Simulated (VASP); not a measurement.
# Pt (Pm-3m) in VASP: notebook

Runs on Pt. Level: PBE. Tasks: single point.

Program: VASP 6.6.1. These are calculated values, not measurements. Logs are shortened: lines on timing, memory, paths and dates and some standing lists are left out, and cuts for length are marked.

**1. The cell of the first run**

Symmetry: Pm-3m, No. 221, cubic system. The conventional cell has a = 2.643 Å, b = 2.643 Å, c = 2.643 Å, α = 90.00°, β = 90.00°, γ = 90.00°. Within 3.5 Å of Pt (site symmetry m-3m) lie 6 Pt at 2.64 Å.

This isn't the form of Pt at room conditions, which is fcc.

**2. Single point, PBE**

Input file INCAR:

```
SYSTEM = Pt
ALGO     = Normal         ! electronic algorithm
EDIFF    = 1E-6           ! SCF threshold, eV
ENCUT    = 520            ! plane-wave cutoff, eV
GGA      = PE             ! functional
ISIF     = 2              ! what is computed and relaxed
ISMEAR   = -1             ! smearing method
LASPH    = .TRUE.         ! aspherical terms in the spheres
LCHARG   = .FALSE.        ! write CHGCAR
LREAL    = .FALSE.        ! projectors in reciprocal space
LWAVE    = .FALSE.        ! write WAVECAR
NBANDS   = 11             ! bands
NELM     = 80             ! most SCF steps
PREC     = Accurate       ! precision mode
SIGMA    = 0.06122561905347299 ! smearing width, eV
```

Input file KPOINTS:

```
k-points
0
G
  21 21 21
  0 0 0
```

Input file POSCAR:

```
Pt
1.0
    2.6430977755      0.0000000000      0.0000000000
    0.0000000000      2.6430977755      0.0000000000
    0.0000000000      0.0000000000      2.6430977755
Pt
1
Direct
    0.0000000000      0.0000000000      0.0000000000
```

Potentials or basis: VASP PAW PBE potentials, release 64 (Pt).

Launch:

```
$ cat potpaw_PBE.64/Pt/POTCAR > POTCAR
$ mpirun -np 1 vasp_std > vasp.out
```

OUTCAR:

```text
SYSTEM = Pt
   EDIFF = 1E-6
   ENCUT = 520
   GGA = PE
   ISIF = 2
   ISMEAR = -1
   LASPH = .TRUE.
   LREAL = .FALSE.
   NELM = 80
   PREC = Accurate

 ion  position               nearest neighbor table
   1  0.000  0.000  0.000-

  LATTYP: Found a simple cubic cell.
 ALAT       =     2.6430977755

  Lattice vectors:

 A1 = (   2.6430977755,   0.0000000000,   0.0000000000)
 A2 = (   0.0000000000,   2.6430977755,   0.0000000000)
 A3 = (   0.0000000000,   0.0000000000,   2.6430977755)

Analysis of symmetry for initial positions (statically):
=====================================================================
 Subroutine PRICEL returns:
 Original cell was already a primitive cell.

 Routine SETGRP: Setting up the symmetry group for a
 simple cubic supercell.

 Subroutine GETGRP returns: Found 48 space group operations
 (whereof 48 operations were pure point group operations)
 out of a pool of 48 trial point group operations.

The static configuration has the point symmetry O_h .

Analysis of symmetry for dynamics (positions and initial velocities):
=====================================================================
 Subroutine PRICEL returns:
 Original cell was already a primitive cell.

 Routine SETGRP: Setting up the symmetry group for a
 simple cubic supercell.

 Subroutine GETGRP returns: Found 48 space group operations
 (whereof 48 operations were pure point group operations)
 out of a pool of 48 trial point group operations.

The dynamic configuration has the point symmetry O_h .

 Subroutine INISYM returns: Found 48 space group operations
 (whereof 48 operations are pure point group operations),
 and found     1 'primitive' translations

----------------------------------------------------------------------------------------

                                     Primitive cell

  volume of cell :      18.4646

  direct lattice vectors                    reciprocal lattice vectors
     2.643097775  0.000000000  0.000000000     0.378343930  0.000000000  0.000000000
     0.000000000  2.643097775  0.000000000     0.000000000  0.378343930  0.000000000
     0.000000000  0.000000000  2.643097775     0.000000000  0.000000000  0.378343930

  length of vectors
     2.643097775  2.643097775  2.643097775     0.378343930  0.378343930  0.378343930

  position of ions in fractional coordinates (direct lattice)
     0.000000000  0.000000000  0.000000000

  ion indices of the primitive-cell ions
   primitive index   ion index
                 1           1

----------------------------------------------------------------------------------------

 KPOINTS: k-points

Automatic generation of k-mesh.
 Grid dimensions read from file:
 generate k-points for:   21   21   21

 Generating k-lattice:

  Cartesian coordinates                     Fractional coordinates (reciprocal lattice)
     0.018016378  0.000000000  0.000000000     0.047619048  0.000000000  0.000000000
     0.000000000  0.018016378  0.000000000     0.000000000  0.047619048  0.000000000
     0.000000000  0.000000000  0.018016378     0.000000000  0.000000000  0.047619048

  Length of vectors
     0.018016378  0.018016378  0.018016378

  Shift w.r.t. Gamma in fractional coordinates (k-lattice)
     0.000000000  0.000000000  0.000000000

 Subroutine IBZKPT returns following result:
 ===========================================

 Found    286 irreducible k-points:

 Following reciprocal coordinates:
            Coordinates               Weight
  0.000000  0.000000  0.000000      1.000000
  0.047619  0.000000  0.000000      6.000000
  0.095238  0.000000  0.000000      6.000000
  0.142857  0.000000  0.000000      6.000000
  0.190476  0.000000  0.000000      6.000000
  0.238095  0.000000  0.000000      6.000000
[... 16 lines left out ...]
  0.142857  0.095238  0.000000     24.000000
  0.190476  0.095238  0.000000     24.000000
 [... further k-points ...]
   k-points           NKPTS =    286   k-points in BZ     NKDIM =    286   number of bands    NBANDS=     11
   number of dos      NEDOS =    301   number of ions     NIONS =      1
   total plane-waves  NPLWV =   8000
   dimension x,y,z NGX =    20 NGY =   20 NGZ =   20
   dimension x,y,z NGXF=    40 NGYF=   40 NGZF=   40
   ions per type =               1
   NGX,Y,Z   is equivalent  to a cutoff of  12.58, 12.58, 12.58 a.u.
   NGXF,Y,Z  is equivalent  to a cutoff of  25.16, 25.16, 25.16 a.u.
 SYSTEM =  Pt
   PREC   = accura    normal or accurate (medium, high low for compatibility)
   ISTART =      0    job   : 0-new  1-cont  2-samecut
   ICHARG =      2    charge: 1-file 2-atom 10-const
   ISPIN  =      1    spin polarized calculation?
   LNONCOLLINEAR =      F non collinear calculations
   LSORBIT =      F    spin-orbit coupling
   LASPH  =      T    aspherical Exc in radial PAW
   ENCUT  =  520.0 eV  38.22 Ry    6.18 a.u.   4.91  4.91  4.91*2*pi/ulx,y,z
   NELM   =     80;   NELMIN=  2; NELMDL= -5     # of ELM steps
   EDIFF  = 0.1E-05   stopping-criterion for ELM
   LREAL  =      F    real-space projection
   EDIFFG = 0.1E-04   stopping-criterion for IOM
   NSW    =      0    number of steps for IOM
   IBRION =     -1    ionic relax: 0-MD 1-quasi-New 2-CG
   NFREE  =      0    steps in history (QN), initial steepest desc. (CG)
   ISIF   =      2    stress and relaxation
   ISYM   =      2    0-nonsym 1-usesym 2-fastsym
   POTIM  = 0.5000    time-step for ionic-motion
   TEBEG  =    0.0;   TEEND  =   0.0 temperature during run
   PSTRESS=    0.0 pullay stress
   NELECT =      10.0000    total number of electrons
   NUPDOWN=      -1.0000    fix difference up-down
   EMIN   =  10.00;   EMAX   =-10.00  energy-range for DOS
   EFERMI =   0.00;   METHOD = LEGACY
   ISMEAR =    -1;   SIGMA  =   0.06  broadening in eV -4-tet -1-fermi 0-gaus
   EFERMI_NEDOS =   21; number of points for ismear=-14 and -15
   IALGO  =     38    algorithm
   IMIX   =      4    mixing-type and parameters
     AMIX     =   0.40;   BMIX     =  1.00
     AMIX_MAG =   1.60;   BMIX_MAG =  1.00
  volume/ion in A,a.u.               =      18.46       124.61
  Fermi-wavevector in a.u.,A,eV,Ry     =   1.334427  2.521702 24.227845  1.780696
  Thomas-Fermi vector in A             =   2.463210
   LORBIT       =      0    0 simple, 1 ext, 2 COOP (PROOUT), +10 PAW based schemes
   GGA     = PE    functional components
[... 5 lines left out ...]
 non-spin polarized calculation
  energy-cutoff  :      520.00
  volume of cell :       18.46
 maximum number of plane-waves:       512
 NGX is ok and might be reduce to    20
   NGX =  9   NGY =  9   NGZ =  9

 number of electron      10.0000001 magnetization

 Free energy of the ion-electron system (eV)
  ---------------------------------------------------
  ext. energy  EPLUGINS =         0.00000000
  ---------------------------------------------------
  free energy    TOTEN  =        -5.64980416 eV

  energy without entropy =       -5.63249105  energy(sigma->0) =       -5.64114761

 E-fermi :   7.8494     XC(G=0): -12.1480

 val. band max:        7.8476783689   @ k =   0.0952   0.0476   0.0000
 cond. band min:       7.8565459869   @ k =   0.3333   0.1429   0.0000
 fundamental gap:      0.0088676180
 Fermi energy:         7.8493833569

 k-point     1 :       0.0000    0.0000    0.0000
  band No.  band energies     occupation
      1      -0.3230      2.00000
      2       2.4116      2.00000
      3       2.4116      2.00000
      4       8.1206      0.02355
      5       8.1206      0.02355
      6       8.1206      0.02354
      7      22.9079      0.00000
      8      22.9079      0.00000
      9      22.9079      0.00000
     10      28.4828      0.00000
     11      31.1606      0.00000

 k-point     2 :       0.0476    0.0000    0.0000
  band No.  band energies     occupation
      1      -0.2597      2.00000
      2       2.4231      2.00000
      3       2.4662      2.00000
      4       8.0649      0.05747
      5       8.0649      0.05746
      6       8.1250      0.02194
      7      22.4249      0.00000
      8      23.0198      0.00000
      9      23.0198      0.00000
     10      28.8129      0.00000
     11      30.7604      0.00000

 k-point     3 :       0.0952    0.0000    0.0000
  band No.  band energies     occupation
      1      -0.0764      2.00000
      2       2.4567      2.00000
      3       2.6327      2.00000
      4       7.9064      0.56516
      5       7.9064      0.56514
      6       8.1376      0.01790
      7      21.3044      0.00000
      8      23.3447      0.00000
      9      23.3447      0.00000
     10      29.3356      0.00000
     11      29.8722      0.00000

 k-point     4 :       0.1429    0.0000    0.0000
  band No.  band energies     occupation
      1       0.2064      2.00000
      2       2.5099      2.00000
      3       2.9188      2.00000
      4       7.6680      1.90168
      5       7.6680      1.90168
      6       8.1574      0.01298
      7      19.9558      0.00000
      8      23.8537      0.00000
      9      23.8537      0.00000
     10      28.8508      0.00000
     11      29.6065      0.00000
[... 239 lines left out ...]
 k-point    22 :       0.0952    0.0952    0.0000
  band No.  band energies     occupation
      1       0.1736      2.00000
      2       2.5925      2.00000
      3       2.7590      2.00000
      4       7.6813      1.87930
      5       7.8920      0.66516
      6       7.9592      0.28540
      7      21.4278      0.00000
      8      21.9937      0.00000
      9      23.7857      0.00000
     10      29.3923      0.00000
     11      31.1757      0.00000

 k-point    23 :       0.1429    0.0952    0.0000
  band No.  band energies     occupation
      1       0.4591      2.00000
      2       2.6746      2.00000
      3       3.0122      2.00000
      4       7.4334      1.99776
      5       7.6818      1.87840
      6       7.9557      0.29960
      7      20.3009      0.00000
      8      22.2006      0.00000
      9      24.3002      0.00000
     10      28.8365      0.00000
     11      31.2152      0.00000

 k-point    24 :       0.1905    0.0952    0.0000
  band No.  band energies     occupation
      1       0.8102      2.00000
      2       2.7534      2.00000
      3       3.4125      2.00000
      4       7.1404      1.99998
      5       7.3995      1.99871
      6       7.9812      0.20798
      7      18.9230      0.00000
      8      22.7181      0.00000
      9      24.9608      0.00000
     10      28.0703      0.00000
     11      31.1844      0.00000

 [... further k-points ...]
[... 5 lines left out ...]
  --------------------------------------------------------------------------------------
  -------------------------------------------------------------------------------------
  Total       -0.4765800     -0.4765800     -0.4765800     -0.0000000      0.0000000      0.0000000
  in kB      -41.3529695    -41.3529695    -41.3529695     -0.0000000      0.0000000      0.0000000
  external PRESSURE =     -41.3529695 kB  Pullay stress =       0.0000000 kB

 VOLUME and BASIS-vectors are now :
 -----------------------------------------------------------------------------
  energy-cutoff  :      520.00
  volume of cell :       18.46
      direct lattice vectors                 reciprocal lattice vectors
     2.643097775  0.000000000  0.000000000     0.378343930  0.000000000  0.000000000
     0.000000000  2.643097775  0.000000000     0.000000000  0.378343930  0.000000000
     0.000000000  0.000000000  2.643097775     0.000000000  0.000000000  0.378343930

 POSITION                                       TOTAL-FORCE (eV/Angst)
 -----------------------------------------------------------------------------------
      0.00000      0.00000      0.00000         0.000000      0.000000      0.000000
 -----------------------------------------------------------------------------------
    total drift:                               -0.000000      0.000000      0.000000

  FREE ENERGIE OF THE ION-ELECTRON SYSTEM (eV)
  ---------------------------------------------------
  free  energy   TOTEN  =        -5.6498041582 eV

  energy  without entropy=       -5.6324910546  energy(sigma->0) =       -5.64114761
```

It took 32 s on 1 thread of Intel Xeon Platinum 8259CL at 2.50GHz (Skylake/Cascade Lake), shared host; peak memory 0.17 GiB.

What came out:

* Free energy: -5.6498 eV
* Pressure: -4.1 GPa
* Band gap on the k mesh: zero (bands 5 and 6 overlap by 2.90 eV)

Caveat: the cell stands under tension; spin-orbit coupling is left out, which moves the levels of the heavy elements.

**3. Single point, PBE**

Input file INCAR:

```
PREC = Accurate
ENCUT = 520
EDIFF = 1E-6
ISMEAR = -1
SIGMA = 0.06122561905347299
LREAL = F
LASPH = T
NELM = 100
ALGO = Normal
ISIF = 2
LWAVE = F
LCHARG = F
GGA = PE
NBANDS = 11
```

Input file KPOINTS:

```
Automatic mesh
0
Gamma
  21 21 21
```

POSCAR is that of step 2.

Potentials or basis: VASP PAW PBE potentials, release 64 (Pt).

Launch:

```
$ cat potpaw_PBE.64/Pt/POTCAR > POTCAR
$ mpirun -np 1 vasp_std > vasp.out
```

Wall time 29 s (1 thread of Intel Xeon Platinum 8259CL at 2.50GHz (Skylake/Cascade Lake), shared host); peak memory 0.17 GiB.

Results (log left out):

- Free energy: -5.6498 eV
- Pressure: -4.1 GPa
- Band gap on the k mesh: zero (bands 5 and 6 overlap by 2.90 eV)

Levels at points of the mesh, in eV from the Fermi level:
```tsv
k point	band 2	band 3	band 4	band 5	band 6	band 7	band 8	band 9
(0.00, 0.00, 0.00)	-5.44	-5.44	0.27	0.27	0.27	15.06	15.06	15.06
```

Caveat: the cell stands under tension; spin-orbit coupling is left out, which moves the levels of the heavy elements.

**4. Single point, PBE**

This run uses another cell than the first one, of 18.83 Å³/atom.

Input file INCAR:

```
SYSTEM = Pt
PREC = Accurate
ENCUT = 520
EDIFF = 1E-7
ISMEAR = -1
SIGMA = 0.06122561905347299
LREAL = .FALSE.
LASPH = .TRUE.
NELM = 100
ALGO = Normal
ISIF = 2
LWAVE = .FALSE.
LCHARG = .FALSE.
GGA = PE
NBANDS = 11
```

Input file KPOINTS:

```
regular mesh
0
G
  21 21 21
  0 0 0
```

Input file POSCAR:

```
Pt
1.0
    2.6602612290      0.0000000000      0.0000000000
    0.0000000000      2.6602612290      0.0000000000
    0.0000000000      0.0000000000      2.6602612290
Pt
1
Direct
    0.0000000000      0.0000000000      0.0000000000
```

Launch:

```
$ cat potpaw_PBE.64/Pt/POTCAR > POTCAR
$ mpirun -np 1 vasp_std > vasp.out
```

Run time: 30 s. Hardware: 1 thread of Intel Xeon Platinum 8259CL at 2.50GHz (Skylake/Cascade Lake), shared host; peak memory 0.17 GiB.

It converged, with:

- Free energy: -5.6373 eV
- Pressure: -7.1 GPa
- Band gap on the k mesh: zero (bands 5 and 6 overlap by 2.80 eV)

Levels at points of the mesh, in eV from the Fermi level:
| k point | band 3 | band 4 | band 5 | band 6 | band 7 | band 8 |
| --- | --- | --- | --- | --- | --- | --- |
| (0.00, 0.00, 0.00) | -5.28 | 0.26 | 0.26 | 0.26 | 14.95 | 14.95 |

Caveat: the cell stands under tension; spin-orbit coupling is left out, which moves the levels of the heavy elements.

**5. Single point, PBE**

This run uses another cell than the first one, of 18.83 Å³/atom.

Input file INCAR:

```
PREC     = Accurate       # precision mode
ENCUT    = 520            # plane-wave cutoff, eV
EDIFF    = 1E-7           # SCF threshold, eV
ISMEAR   = -1             # smearing method
SIGMA    = 0.06122561905347299 # smearing width, eV
LREAL    = False          # projectors in reciprocal space
LASPH    = True           # aspherical terms in the spheres
NELM     = 60             # most SCF steps
ALGO     = Normal         # electronic algorithm
ISIF     = 2              # what is computed and relaxed
LWAVE    = False          # write WAVECAR
LCHARG   = False          # write CHGCAR
GGA      = PE             # functional
NBANDS   = 11             # bands
```

Input file KPOINTS:

```
Automatic mesh
0
Gamma
  21 21 21
```

POSCAR is that of step 4.

Launch:

```
$ cat potpaw_PBE.64/Pt/POTCAR > POTCAR
$ mpirun -np 1 vasp_std > vasp.out
```

Run time: 30 s. Hardware: 1 thread of Intel Xeon Platinum 8259CL at 2.50GHz (Skylake/Cascade Lake), shared host; peak memory 0.17 GiB.

It converged, with:

- Free energy: -5.6373 eV
- Pressure: -7.1 GPa
- Band gap on the k mesh: zero (bands 5 and 6 overlap by 2.80 eV)

Levels at points of the mesh, in eV from the Fermi level:
| k point | band 1 | band 2 | band 3 | band 4 | band 5 | band 6 | band 7 | band 8 | band 9 | band 10 |
| --- | --- | --- | --- | --- | --- | --- | --- | --- | --- | --- |
| (0.00, 0.00, 0.00) | -8.00 | -5.28 | -5.28 | 0.26 | 0.26 | 0.26 | 14.95 | 14.95 | 14.95 | 20.42 |

Caveat: the cell stands under tension; spin-orbit coupling is left out, which moves the levels of the heavy elements.
